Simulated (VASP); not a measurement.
A run of VASP 6.6.1 is set up as follows.

The input INCAR:

```
SYSTEM = MnF2
  PREC = Accurate
  ENCUT = 520
  EDIFF = 1E-6
  ISMEAR = -1
  SIGMA = 0.05
  LREAL = .FALSE.
  LASPH = .TRUE.
  NELM = 150
  ALGO = Normal
  ISIF = 2
  LWAVE = .FALSE.
  LCHARG = .FALSE.
  ISPIN = 2
  MAGMOM = 2 2 0 0 0 0
  LORBIT = 11
  NUPDOWN = 4.0
  LMAXMIX = 4
  GGA = PE
  NBANDS = 40
```

The input KPOINTS:

```
Automatic mesh
0
G
  5 5 7
  0 0 0
```

File POSCAR:

```
MnF2
1.0
    4.8738000000      0.0000000000      0.0000000000
    0.0000000000      4.8738000000      0.0000000000
    0.0000000000      0.0000000000      3.3107000000
Mn F
2 4
Direct
    0.5000000000      0.5000000000      0.5000000000
    0.0000000000      0.0000000000      0.0000000000
    0.8053000000      0.1947000000      0.5000000000
    0.6947000000      0.6947000000      0.0000000000
    0.1947000000      0.8053000000      0.5000000000
    0.3053000000      0.3053000000      0.0000000000
```

Potentials or basis: VASP PAW PBE potentials, release 64 (Mn_pv, F).

Command:

```sh
$ cat potpaw_PBE.64/Mn_pv/POTCAR potpaw_PBE.64/F/POTCAR > POTCAR
$ mpirun -np 1 vasp_std > vasp.out
```

Q: Estimate the largest force.

A: 0.137 eV/Å.

Q: Predict the pressure.

A: -11.0 GPa.

Forces in eV/Å, atoms in the order of the input:
```
Mn   0.000  0.000  0.000
Mn   0.000  0.000  0.000
F    0.097 -0.097  0.000
F   -0.097 -0.097  0.000
F   -0.097  0.097  0.000
F    0.097  0.097  0.000
```

Caveat: the cell stands under tension; the total moment is fixed, so each spin has its own Fermi level and the state may be an excited one; the run started ferromagnetic, and an antiferromagnetic order may lie lower in energy.
